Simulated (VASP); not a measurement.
A run of VASP 6.6.1 is set up as follows.

The input INCAR:

```
  ALGO = Normal
  EDIFF = 1E-8
  ENCUT = 520
  IBRION = 8
  ISIF = 2
  ISMEAR = -1
  LASPH = T
  LCHARG = F
  LREAL = F
  LWAVE = F
  NELM = 60
  NSW = 1
  PREC = Accurate
  SIGMA = 0.15
```

KPOINTS

```
k-points
0
Gamma
  12 12 12
```

The input POSCAR:

```
ScAl
1.0
    3.3103785511      0.0000000000      0.0000000000
    0.0000000000      3.3103785511      0.0000000000
    0.0000000000      0.0000000000      3.3103785511
Sc Al
1 1
Direct
    0.5000000000      0.5000000000      0.5000000000
    0.0000000000      0.0000000000      0.0000000000
```

Potentials or basis: VASP PAW LDA potentials, release 64 (Sc_sv, Al).

Run with:

```bash
$ cat potpaw_LDA.64/Sc_sv/POTCAR potpaw_LDA.64/Al/POTCAR > POTCAR
$ mpirun -np 1 vasp_std > vasp.out
```

(1) Estimate the highest phonon frequency at Γ.

Results:

(1) 296 cm⁻¹.
